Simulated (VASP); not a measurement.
# MgO (P6_3/mmc) in VASP: notebook, part 2 of 2

VASP 6.6.1. Earlier steps stand in the parts before.

### 5 Single point, PBE

This run uses another cell than the first one, of 12.32 Å³/atom.

Input file INCAR:

```
SYSTEM = MgO
ALGO = Normal
EDIFF = 1E-6
ENCUT = 520
GGA = PE
ISIF = 2
ISMEAR = 0
LASPH = .True.
LCHARG = .True.
LELF = .True.
LREAL = .False.
LVHAR = .True.
LWAVE = .False.
NBANDS = 16
NELM = 60
PREC = Accurate
SIGMA = 0.05
```

Input file KPOINTS:

```
k-points
0
Gamma
  9 9 6
  0 0 0
```

Input file POSCAR:

```
MgO
1.0
    3.6270000000      0.0000000000      0.0000000000
   -1.8135000000      3.1410741395      0.0000000000
    0.0000000000      0.0000000000      4.3242000000
Mg O
2 2
Direct
    0.6666666667      0.3333333333      0.7500000000
    0.3333333333      0.6666666667      0.2500000000
    0.6666666667      0.3333333333      0.2500000000
    0.3333333333      0.6666666667      0.7500000000
```

Potentials or basis: VASP PAW PBE potentials, release 64 (Mg, O).

The run is started by

```
$ cat potpaw_PBE.64/Mg/POTCAR potpaw_PBE.64/O/POTCAR > POTCAR
$ mpirun -np 1 vasp_std > vasp.out
```

OUTCAR:

```text
SYSTEM = MgO
   EDIFF = 1E-6
   ENCUT = 520
   GGA = PE
   ISIF = 2
   ISMEAR = 0
   LASPH = .True.
   LREAL = .False.
   NELM = 60
   PREC = Accurate

 ion  position               nearest neighbor table
   1  0.667  0.333  0.750-   4 2.09   4 2.09   4 2.09   3 2.16   3 2.16   2 3.01   2 3.01   2 3.01
                             2 3.01   2 3.01   2 3.01
   2  0.333  0.667  0.250-   3 2.09   3 2.09   3 2.09   4 2.16   4 2.16   1 3.01   1 3.01   1 3.01
                             1 3.01   1 3.01   1 3.01
   3  0.667  0.333  0.250-   2 2.09   2 2.09   2 2.09   1 2.16   1 2.16
   4  0.333  0.667  0.750-   1 2.09   1 2.09   1 2.09   2 2.16   2 2.16

  LATTYP: Found a hexagonal cell.
 ALAT       =     3.6270000000
 C/A-ratio  =     1.1922249793

  Lattice vectors:

 A1 = (   3.6270000000,   0.0000000000,   0.0000000000)
 A2 = (  -1.8135000000,   3.1410741395,   0.0000000000)
 A3 = (   0.0000000000,   0.0000000000,   4.3242000000)

Analysis of symmetry for initial positions (statically):
=====================================================================
 Subroutine PRICEL returns:
 Original cell was already a primitive cell.

 Routine SETGRP: Setting up the symmetry group for a
 hexagonal supercell.

 Subroutine GETGRP returns: Found 24 space group operations
 (whereof 12 operations were pure point group operations)
 out of a pool of 24 trial point group operations.

The static configuration has the point symmetry D_3d.
 The point group associated with its full space group is D_6h.

Analysis of symmetry for dynamics (positions and initial velocities):
=====================================================================
 Subroutine PRICEL returns:
 Original cell was already a primitive cell.

 Routine SETGRP: Setting up the symmetry group for a
 hexagonal supercell.

 Subroutine GETGRP returns: Found 24 space group operations
 (whereof 12 operations were pure point group operations)
 out of a pool of 24 trial point group operations.

[... 121 lines left out ...]
   EFERMI_NEDOS =   21; number of points for ismear=-14 and -15
   IALGO  =     38    algorithm
   IMIX   =      4    mixing-type and parameters
     AMIX     =   0.40;   BMIX     =  1.00
     AMIX_MAG =   1.60;   BMIX_MAG =  1.00
  volume/ion in A,a.u.               =      12.32        83.11
  Fermi-wavevector in a.u.,A,eV,Ry     =   1.125307  2.126522 17.229270  1.266316
  Thomas-Fermi vector in A             =   2.261983
   LORBIT       =      0    0 simple, 1 ext, 2 COOP (PROOUT), +10 PAW based schemes
   GGA     = PE    functional components
   LHFCALC =     F    Hartree Fock is set to
   AEXX    =    0.0000 exact exchange contribution
   IVDW    =     0    specifies the selected vdW correction
   LEPSILON=     F    determine dielectric tensor
   LRPA    =     F    only Hartree local field effects (RPA)
 non-spin polarized calculation
 Gauss-broadening in eV      SIGMA  =   0.05
  energy-cutoff  :      520.00
  volume of cell :       49.26
 maximum number of plane-waves:      1348
 NGX is ok and might be reduce to    28
   NGX = 13   NGY = 13   NGZ = 17

 number of electron      15.9999999 magnetization

 Free energy of the ion-electron system (eV)
  ---------------------------------------------------
  ext. energy  EPLUGINS =         0.00000000
  ---------------------------------------------------
  free energy    TOTEN  =       -23.56158870 eV

  energy without entropy =      -23.56158870  energy(sigma->0) =      -23.56158870

 E-fermi :   1.5786     XC(G=0):  -9.5817

 val. band max:        1.2935480986   @ k =   0.0000   0.0000   0.0000
 cond. band min:       4.1791473113   @ k =   0.0000   0.0000   0.0000
 fundamental gap:      2.8855992127
 Fermi energy:         1.5785709632

 k-point     1 :       0.0000    0.0000    0.0000
  band No.  band energies     occupation
      1     -15.1652      2.00000
      2     -14.0314      2.00000
      3      -1.9409      2.00000
      4      -0.2310      2.00000
      5      -0.2310      2.00000
      6       0.6388      2.00000
[... 433 lines left out ...]
      3      -1.7847      2.00000
      4      -1.2454      2.00000
      5      -1.2454      2.00000
      6       0.2646      2.00000
[... 8 lines left out ...]
     15      14.7456      0.00000
     16      16.5805      0.00000

 [... further k-points ...]
[... 5 lines left out ...]
  --------------------------------------------------------------------------------------
  -------------------------------------------------------------------------------------
  Total       -2.7603733     -2.7603733     -2.6530364      0.0000000      0.0000000      0.0000000
  in kB      -89.7732381    -89.7732381    -86.2824127      0.0000000      0.0000000      0.0000000
  external PRESSURE =     -88.6096296 kB  Pullay stress =       0.0000000 kB

 VOLUME and BASIS-vectors are now :
 -----------------------------------------------------------------------------
  energy-cutoff  :      520.00
  volume of cell :       49.26
      direct lattice vectors                 reciprocal lattice vectors
     3.627000000  0.000000000  0.000000000     0.275709953  0.159181216  0.000000000
    -1.813500000  3.141074140  0.000000000     0.000000000  0.318362431  0.000000000
     0.000000000  0.000000000  4.324200000     0.000000000  0.000000000  0.231256649

 POSITION                                       TOTAL-FORCE (eV/Angst)
 -----------------------------------------------------------------------------------
      1.81350      1.04702      3.24315         0.000000      0.000000      0.000000
     -0.00000      2.09405      1.08105        -0.000000     -0.000000      0.000000
      1.81350      1.04702      1.08105        -0.000000      0.000000      0.000000
     -0.00000      2.09405      3.24315         0.000000     -0.000000      0.000000
 -----------------------------------------------------------------------------------
    total drift:                                0.000000     -0.000000      0.000000

  FREE ENERGIE OF THE ION-ELECTRON SYSTEM (eV)
  ---------------------------------------------------
  free  energy   TOTEN  =       -23.5615887039 eV

  energy  without entropy=      -23.5615887039  energy(sigma->0) =      -23.56158870
```

stdout:

```text
POSCAR found type information on POSCAR MgO
 POSCAR found :  2 types and       4 ions
 scaLAPACK will be used
 LDA part: xc-table for (Slater+PW92), standard interpolation
 POSCAR, INCAR and KPOINTS ok, starting setup
 FFT: planning ... GRIDC
 FFT: planning ... GRID_SOFT
 FFT: planning ... GRID
 WAVECAR not read
 entering main loop
```

Wall time 15 s (1 thread of AMD EPYC 9R45 (Zen 5), shared host); peak memory 0.15 GiB.

Results:

```
Free energy            : -23.5616 eV
Pressure               : -8.9 GPa
Band gap on the k mesh : 2.89 eV
```

Caveat: the cell stands under tension.

### 6 The runs side by side

```tsv
cell	gap on the mesh (eV)	pressure (GPa)
a = 3.557, b = 3.556, c = 4.451 Å, angles 90.0, 90.0, 120.0°, 4 atoms	2.85	-7.8
a = 3.627, b = 3.627, c = 4.282 Å, angles 90.0, 90.0, 120.0°, 4 atoms	2.95	-7.9
a = 3.592, b = 3.592, c = 4.367 Å, angles 90.0, 90.0, 120.0°, 4 atoms	2.90	-8.0
a = 3.627, b = 3.627, c = 4.324 Å, angles 90.0, 90.0, 120.0°, 4 atoms	2.89	-8.9
```

Alike in all rows: task single point; level PBE; potentials or basis VASP PAW PBE potentials, release 64 (Mg, O); no spin polarisation; k mesh 9 × 9 × 6; cutoff (eV) 520; smearing gaussian 0.05 eV.

Caveats: the cell stands under tension.

Total energies depend on the potentials used, so only differences within one code and one set of settings carry meaning.
